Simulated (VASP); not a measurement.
A run of VASP 6.6.1 is set up as follows.

POSCAR

```
Fe
1.0
   -1.3419230302      1.3419230302      1.3419230302
    1.3419230302     -1.3419230302      1.3419230302
    1.3419230302      1.3419230302     -1.3419230302
Fe
1
Direct
    0.0000000000      0.0000000000      0.0000000000
```

Contents of INCAR.step1:

```
SYSTEM = Fe
PREC     = Accurate       ! precision mode
ENCUT    = 520            ! plane-wave cutoff, eV
ISMEAR   = -1             ! smearing method
SIGMA    = 0.1            ! smearing width, eV
LREAL    = .False.        ! projectors in reciprocal space
LASPH    = .True.         ! aspherical terms in the spheres
NELM     = 60             ! most SCF steps
NBANDS   = 10             ! bands
GGA      = PE             ! functional
ALGO     = Normal         ! electronic algorithm
EDIFF    = 1E-4           ! SCF threshold, eV
LWAVE    = .True.         ! write WAVECAR
LCHARG   = .False.        ! write CHGCAR
```

File INCAR.step2:

```
SYSTEM = Fe
PREC     = Accurate       ! precision mode
ENCUT    = 520            ! plane-wave cutoff, eV
EDIFF    = 1E-6           ! SCF threshold, eV
ISMEAR   = -1             ! smearing method
SIGMA    = 0.1            ! smearing width, eV
LREAL    = .False.        ! projectors in reciprocal space
LASPH    = .True.         ! aspherical terms in the spheres
NELM     = 60             ! most SCF steps
ALGO     = Normal         ! electronic algorithm
ISIF     = 2              ! what is computed and relaxed
LWAVE    = .False.        ! write WAVECAR
LCHARG   = .False.        ! write CHGCAR
METAGGA  = R2SCAN         ! meta-GGA
LMIXTAU  = .True.       
NBANDS   = 10             ! bands
ISTART   = 1
```

KPOINTS

```
Automatic mesh
0
Gamma
  17 17 17
  0 0 0
```

Potentials or basis: VASP PAW PBE potentials, release 64 (Fe).

Launch:

```console
$ cat potpaw_PBE.64/Fe/POTCAR > POTCAR
$ cp INCAR.step1 INCAR
$ mpirun -np 1 vasp_std > vasp.out
$ cp INCAR.step2 INCAR
$ mpirun -np 1 vasp_std > vasp.out
```

Task: Predict the pressure.

Result: 17.7 GPa.

Task: Estimate the band gap on the k mesh.

Result: Zero (band 4 reaches 8.61 eV, above the bottom of band 5 at 6.29 eV).

Caveat: the PAW data sets were made with another functional, which shifts forces and pressure a little; the run has no spin polarisation, though such a crystal can be magnetic. Spin polarisation is off, so any magnetic state and its effect on volume and gap are missing.
